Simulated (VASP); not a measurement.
Wanted: the native input for a VASP 6.6.1 run.

```yaml
Task: single point
Functional: LDA
Potentials_or_basis: VASP PAW LDA potentials, release 64 (Hg)
Cutoff: 520 eV
k_mesh: 15 × 15 × 15
Occupations: fermi-dirac, width 0.025 eV
Spin: no spin polarisation
Dipole_correction: no
Further_INCAR_settings: ALGO = Normal; EDIFF = 1e-07; NBANDS = 12
```

The structure of Hg lies in POSCAR:

```
Hg
1.0
   -1.6224661745      1.6224661745      1.6224661745
    1.6224661745     -1.6224661745      1.6224661745
    1.6224661745      1.6224661745     -1.6224661745
Hg
1
Direct
    0.0000000000      0.0000000000      0.0000000000
```

The input as run:

INCAR

```
PREC = Accurate
ENCUT = 520
EDIFF = 1E-7
ISMEAR = -1
SIGMA = 0.025
LREAL = F
LASPH = T
NELM = 80
ALGO = Normal
ISIF = 2
LWAVE = F
LCHARG = F
GGA = CA
NBANDS = 12
```

KPOINTS

```
Automatic mesh
0
Gamma
  15 15 15
```

Potentials or basis: VASP PAW LDA potentials, release 64 (Hg).

Launch:

```console
$ cat potpaw_LDA.64/Hg/POTCAR > POTCAR
$ mpirun -np 1 vasp_std > vasp.out
```

It gave:

- Pressure: 37.6 GPa
- Band gap on the k mesh: zero (band 6 reaches 8.85 eV, above the bottom of band 7 at 5.60 eV)

Caveat: spin-orbit coupling is left out, which moves the levels of the heavy elements.

Wall time 7.1 s on 1 thread of Intel(R) Xeon(R) 6975P-C (Granite Rapids), on a shared host, peak memory 0.14 GiB.
